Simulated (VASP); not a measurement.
# NbRu3 in VASP: further runs

The runs below take NbRu3 through electric field gradients, density of states, with LDA.

All numbers are computed with VASP 6.6.1; they aren't measurements. Logs are shortened: lines on timing, memory, paths and dates and some standing lists are left out, and cuts for length are marked.

### Step 1. The cell of the first run

The structure is cubic, space group Pm-3m (No. 221). The conventional cell has a = 3.880 Å, b = 3.880 Å, c = 3.880 Å, α = 90.00°, β = 90.00°, γ = 90.00°. Within 3.6 Å of Nb (site symmetry m-3m) lie 12 Ru at 2.74 Å. Within 3.6 Å of Ru (site symmetry 4/mmm) lie 4 Nb at 2.74 Å and 8 Ru at 2.74 Å.

### Step 2. Electric field gradients, LDA

The input, INCAR:

```
  ALGO = Normal
  EDIFF = 1E-8
  ENCUT = 400
  GGA_COMPAT = False
  ISIF = 2
  ISMEAR = -1
  LASPH = True
  LCHARG = False
  LEFG = True
  LREAL = False
  LWAVE = False
  NBANDS = 36
  NELM = 120
  PREC = Accurate
  SIGMA = 0.05
```

The input, KPOINTS:

```
k-points
0
Gamma
  9 9 9
```

The input, POSCAR:

```
NbRu3
1.0
    3.8800000000      0.0000000000      0.0000000000
    0.0000000000      3.8800000000      0.0000000000
    0.0000000000      0.0000000000      3.8800000000
Nb Ru
1 3
Direct
    0.0000000000      0.0000000000      0.0000000000
    0.0000000000      0.5000000000      0.5000000000
    0.5000000000      0.0000000000      0.5000000000
    0.5000000000      0.5000000000      0.0000000000
```

Potentials or basis: VASP PAW LDA potentials, release 64 (Nb_sv, Ru_pv).

On the command line:

```bash
cat potpaw_LDA.64/Nb_sv/POTCAR potpaw_LDA.64/Ru_pv/POTCAR > POTCAR
mpirun -np 1 vasp_std > vasp.out
```

OUTCAR:

```text
EDIFF = 1E-8
   ENCUT = 400
   ISIF = 2
   ISMEAR = -1
   LASPH = True
   LREAL = False
   NELM = 120
   PREC = Accurate

 ion  position               nearest neighbor table
   1  0.000  0.000  0.000-   2 2.74   3 2.74   4 2.74   2 2.74   3 2.74   2 2.74   4 2.74   2 2.74
                             3 2.74   4 2.74   3 2.74   4 2.74
   2  0.000  0.500  0.500-   1 2.74   3 2.74   4 2.74   1 2.74   4 2.74   1 2.74   3 2.74   1 2.74
                             3 2.74   4 2.74   4 2.74   3 2.74
   3  0.500  0.000  0.500-   1 2.74   2 2.74   4 2.74   1 2.74   4 2.74   2 2.74   4 2.74   4 2.74
                             1 2.74   2 2.74   1 2.74   2 2.74
   4  0.500  0.500  0.000-   1 2.74   2 2.74   3 2.74   2 2.74   3 2.74   1 2.74   3 2.74   3 2.74
                             1 2.74   2 2.74   2 2.74   1 2.74

  LATTYP: Found a simple cubic cell.
 ALAT       =     3.8800000000

  Lattice vectors:

 A1 = (   3.8800000000,   0.0000000000,   0.0000000000)
 A2 = (   0.0000000000,   3.8800000000,   0.0000000000)
 A3 = (   0.0000000000,   0.0000000000,   3.8800000000)

Analysis of symmetry for initial positions (statically):
=====================================================================
 Subroutine PRICEL returns:
 Original cell was already a primitive cell.

 Routine SETGRP: Setting up the symmetry group for a
 simple cubic supercell.

 Subroutine GETGRP returns: Found 48 space group operations
 (whereof 48 operations were pure point group operations)
 out of a pool of 48 trial point group operations.

The static configuration has the point symmetry O_h .

Analysis of symmetry for dynamics (positions and initial velocities):
=====================================================================
 Subroutine PRICEL returns:
 Original cell was already a primitive cell.

 Routine SETGRP: Setting up the symmetry group for a
 simple cubic supercell.

 Subroutine GETGRP returns: Found 48 space group operations
 (whereof 48 operations were pure point group operations)
 out of a pool of 48 trial point group operations.

The dynamic configuration has the point symmetry O_h .

 Subroutine INISYM returns: Found 48 space group operations
 (whereof 48 operations are pure point group operations),
 and found     1 'primitive' translations

----------------------------------------------------------------------------------------

                                     Primitive cell

  volume of cell :      58.4111

  direct lattice vectors                    reciprocal lattice vectors
     3.880000000  0.000000000  0.000000000     0.257731959  0.000000000  0.000000000
     0.000000000  3.880000000  0.000000000     0.000000000  0.257731959  0.000000000
     0.000000000  0.000000000  3.880000000     0.000000000  0.000000000  0.257731959

  length of vectors
     3.880000000  3.880000000  3.880000000     0.257731959  0.257731959  0.257731959

  position of ions in fractional coordinates (direct lattice)
     0.000000000  0.000000000  0.000000000
     0.000000000  0.500000000  0.500000000
     0.500000000  0.000000000  0.500000000
     0.500000000  0.500000000  0.000000000

  ion indices of the primitive-cell ions
   primitive index   ion index
                 1           1
                 2           2
                 3           3
                 4           4

----------------------------------------------------------------------------------------

 KPOINTS: k-points

Automatic generation of k-mesh.
 Grid dimensions read from file:
 generate k-points for:    9    9    9

 Generating k-lattice:

  Cartesian coordinates                     Fractional coordinates (reciprocal lattice)
     0.028636884  0.000000000  0.000000000     0.111111111  0.000000000  0.000000000
     0.000000000  0.028636884  0.000000000     0.000000000  0.111111111  0.000000000
     0.000000000  0.000000000  0.028636884     0.000000000  0.000000000  0.111111111

  Length of vectors
     0.028636884  0.028636884  0.028636884

  Shift w.r.t. Gamma in fractional coordinates (k-lattice)
     0.000000000  0.000000000  0.000000000

 Subroutine IBZKPT returns following result:
 ===========================================

 Found     35 irreducible k-points:

 Following reciprocal coordinates:
            Coordinates               Weight
  0.000000  0.000000  0.000000      1.000000
  0.111111  0.000000  0.000000      6.000000
  0.222222  0.000000  0.000000      6.000000
  0.333333  0.000000  0.000000      6.000000
  0.444444  0.000000  0.000000      6.000000
  0.111111  0.111111  0.000000     12.000000
[... 16 lines left out ...]
  0.333333  0.333333  0.111111     24.000000
  0.444444  0.333333  0.111111     48.000000
 [... further k-points ...]
   k-points           NKPTS =     35   k-points in BZ     NKDIM =     35   number of bands    NBANDS=     36
   number of dos      NEDOS =    301   number of ions     NIONS =      4
   total plane-waves  NPLWV =  21952
   dimension x,y,z NGX =    28 NGY =   28 NGZ =   28
   dimension x,y,z NGXF=    56 NGYF=   56 NGZF=   56
   ions per type =               1   3
   NGX,Y,Z   is equivalent  to a cutoff of  12.00, 12.00, 12.00 a.u.
   NGXF,Y,Z  is equivalent  to a cutoff of  23.99, 23.99, 23.99 a.u.
 SYSTEM =  unknown system
   PREC   = accura    normal or accurate (medium, high low for compatibility)
   ISTART =      0    job   : 0-new  1-cont  2-samecut
   ICHARG =      2    charge: 1-file 2-atom 10-const
   ISPIN  =      1    spin polarized calculation?
   LNONCOLLINEAR =      F non collinear calculations
   LSORBIT =      F    spin-orbit coupling
   LASPH  =      T    aspherical Exc in radial PAW
   ENCUT  =  400.0 eV  29.40 Ry    5.42 a.u.   6.33  6.33  6.33*2*pi/ulx,y,z
   NELM   =    120;   NELMIN=  2; NELMDL= -5     # of ELM steps
   EDIFF  = 0.1E-07   stopping-criterion for ELM
   LREAL  =      F    real-space projection
   EDIFFG = 0.1E-06   stopping-criterion for IOM
   NSW    =      0    number of steps for IOM
   IBRION =     -1    ionic relax: 0-MD 1-quasi-New 2-CG
   NFREE  =      0    steps in history (QN), initial steepest desc. (CG)
   ISIF   =      2    stress and relaxation
   ISYM   =      2    0-nonsym 1-usesym 2-fastsym
   POTIM  = 0.5000    time-step for ionic-motion
   TEBEG  =    0.0;   TEEND  =   0.0 temperature during run
   PSTRESS=    0.0 pullay stress
   NELECT =      55.0000    total number of electrons
   NUPDOWN=      -1.0000    fix difference up-down
   EMIN   =  10.00;   EMAX   =-10.00  energy-range for DOS
   EFERMI =   0.00;   METHOD = LEGACY
   ISMEAR =    -1;   SIGMA  =   0.05  broadening in eV -4-tet -1-fermi 0-gaus
   EFERMI_NEDOS =   21; number of points for ismear=-14 and -15
   IALGO  =     38    algorithm
   IMIX   =      4    mixing-type and parameters
     AMIX     =   0.40;   BMIX     =  1.00
     AMIX_MAG =   1.60;   BMIX_MAG =  1.00
  volume/ion in A,a.u.               =      14.60        98.54
  Fermi-wavevector in a.u.,A,eV,Ry     =   1.604590  3.032235 35.031031  2.574708
  Thomas-Fermi vector in A             =   2.701070
   LORBIT       =      0    0 simple, 1 ext, 2 COOP (PROOUT), +10 PAW based schemes
   GGA     = CA    functional components
   LHFCALC =     F    Hartree Fock is set to
   AEXX    =    0.0000 exact exchange contribution
   IVDW    =     0    specifies the selected vdW correction
   LEPSILON=     F    determine dielectric tensor
   LRPA    =     F    only Hartree local field effects (RPA)
 non-spin polarized calculation
  energy-cutoff  :      400.00
  volume of cell :       58.41
 maximum number of plane-waves:      1079
 NGX is ok and might be reduce to    28
   NGX = 13   NGY = 13   NGZ = 13

 number of electron      54.9999976 magnetization

 Free energy of the ion-electron system (eV)
  ---------------------------------------------------
  ext. energy  EPLUGINS =         0.00000000
  ---------------------------------------------------
  free energy    TOTEN  =       -43.76014395 eV

  energy without entropy =      -43.71547206  energy(sigma->0) =      -43.73780801

 E-fermi :  12.0272     XC(G=0): -13.9109

 val. band max:       12.0233386363   @ k =   0.4444   0.4444   0.3333
 cond. band min:      12.0418896052   @ k =   0.2222   0.2222   0.2222
 fundamental gap:      0.0185509688
 Fermi energy:        12.0271957568

 k-point     1 :       0.0000    0.0000    0.0000
  band No.  band energies     occupation
      1     -42.3999      2.00000
      2     -30.4908      2.00000
      3     -30.4908      2.00000
      4     -30.4908      2.00000
      5     -30.1016      2.00000
      6     -30.1016      2.00000
[... 28 lines left out ...]
     35      16.7661      0.00000
     36      16.7661      0.00000

 k-point     2 :       0.1111    0.0000    0.0000
  band No.  band energies     occupation
      1     -42.4001      2.00000
      2     -30.4805      2.00000
      3     -30.4805      2.00000
      4     -30.4740      2.00000
      5     -30.1050      2.00000
      6     -30.1050      2.00000
[... 28 lines left out ...]
     35      16.7544      0.00000
     36      17.6874      0.00000

 k-point     3 :       0.2222    0.0000    0.0000
  band No.  band energies     occupation
      1     -42.4006      2.00000
      2     -30.4524      2.00000
      3     -30.4524      2.00000
      4     -30.4241      2.00000
      5     -30.1161      2.00000
      6     -30.1161      2.00000
[... 28 lines left out ...]
     35      16.7278      0.00000
     36      19.1772      0.00000
[... 742 lines left out ...]
 k-point    23 :       0.3333    0.3333    0.1111
  band No.  band energies     occupation
      1     -42.4002      2.00000
      2     -30.4910      2.00000
      3     -30.3430      2.00000
      4     -30.2648      2.00000
      5     -30.2631      2.00000
      6     -30.1651      2.00000
[... 28 lines left out ...]
     35      16.6418      0.00000
     36      18.1436      0.00000

 k-point    24 :       0.4444    0.3333    0.1111
  band No.  band energies     occupation
      1     -42.3999      2.00000
      2     -30.4859      2.00000
      3     -30.3706      2.00000
      4     -30.2553      2.00000
      5     -30.2515      2.00000
      6     -30.1884      2.00000
[... 28 lines left out ...]
     35      15.9395      0.00000
     36      18.5951      0.00000

 [... further k-points ...]
[... 5 lines left out ...]
  --------------------------------------------------------------------------------------
  -------------------------------------------------------------------------------------
  Total       -4.2610553     -4.2610553     -4.2610553     -0.0000000     -0.0000000      0.0000000
  in kB     -116.8779464   -116.8779464   -116.8779464     -0.0000000     -0.0000000      0.0000000
  external PRESSURE =    -116.8779464 kB  Pullay stress =       0.0000000 kB

 VOLUME and BASIS-vectors are now :
 -----------------------------------------------------------------------------
  energy-cutoff  :      400.00
  volume of cell :       58.41
      direct lattice vectors                 reciprocal lattice vectors
     3.880000000  0.000000000  0.000000000     0.257731959  0.000000000  0.000000000
     0.000000000  3.880000000  0.000000000     0.000000000  0.257731959  0.000000000
     0.000000000  0.000000000  3.880000000     0.000000000  0.000000000  0.257731959

 POSITION                                       TOTAL-FORCE (eV/Angst)
 -----------------------------------------------------------------------------------
      0.00000      0.00000      0.00000         0.000000      0.000000      0.000000
      0.00000      1.94000      1.94000         0.000000      0.000000      0.000000
      1.94000      0.00000      1.94000         0.000000      0.000000      0.000000
      1.94000      1.94000      0.00000         0.000000      0.000000      0.000000
 -----------------------------------------------------------------------------------
    total drift:                                0.000000      0.000000      0.000000

  FREE ENERGIE OF THE ION-ELECTRON SYSTEM (eV)
  ---------------------------------------------------
  free  energy   TOTEN  =       -43.7601439505 eV

  energy  without entropy=      -43.7154720607  energy(sigma->0) =      -43.73780801

 Electric field gradients (V/A^2)
---------------------------------------------------------------------
 ion       V_xx      V_yy      V_zz      V_xy      V_xz      V_yz
---------------------------------------------------------------------
   1      -0.000    -0.000    -0.000    -0.000    -0.000     0.000
   2     -12.824     6.412     6.412    -0.000    -0.000     0.000
   3       6.412   -12.824     6.412    -0.000    -0.000     0.000
   4       6.412     6.412   -12.824    -0.000    -0.000     0.000
---------------------------------------------------------------------

 Electric field gradients after diagonalization (V/A^2)
 (convention: |V_zz| > |V_xx| > |V_yy|)
----------------------------------------------------------------------
 ion       V_xx      V_yy      V_zz     asymmetry (V_yy - V_xx)/ V_zz
----------------------------------------------------------------------
   1      -0.000    -0.000    -0.000      -0.446
   2       6.412     6.412   -12.824       0.000
   3       6.412     6.412   -12.824       0.000
   4       6.412     6.412   -12.824       0.000
----------------------------------------------------------------------

           NMR quadrupolar parameters

 Cq : quadrupolar parameter    Cq=e*Q*V_zz/h
 eta: asymmetry parameters     (V_yy - V_xx)/ V_zz
 Q  : nuclear electric quadrupole moment in mb (millibarn)
----------------------------------------------------------------------
 ion       Cq(MHz)       eta       Q (mb)
----------------------------------------------------------------------
   1      -0.000      -0.446       1.000
   2      -0.031       0.000       1.000
   3      -0.031       0.000       1.000
   4      -0.031       0.000       1.000
----------------------------------------------------------------------
```

Run time: 2 min. Hardware: 1 thread of AMD EPYC 7R13, shared host; peak memory 0.13 GiB.

Results:

```
Free energy : -43.7601 eV
Pressure    : -11.7 GPa
```

Electric field gradients, principal values (V/Å²):
```csv
atom,least,middle,greatest (by size)
1 Nb,0.000,0.000,0.000
2 Ru,6.412,6.412,-12.824
3 Ru,6.412,6.412,-12.824
4 Ru,6.412,6.412,-12.824
```

Caveat: without QUAD_EFG the Cq values of the log hold for a quadrupole moment of 1 mb, not for the nuclei.

(Continued in part 2 of 2.)
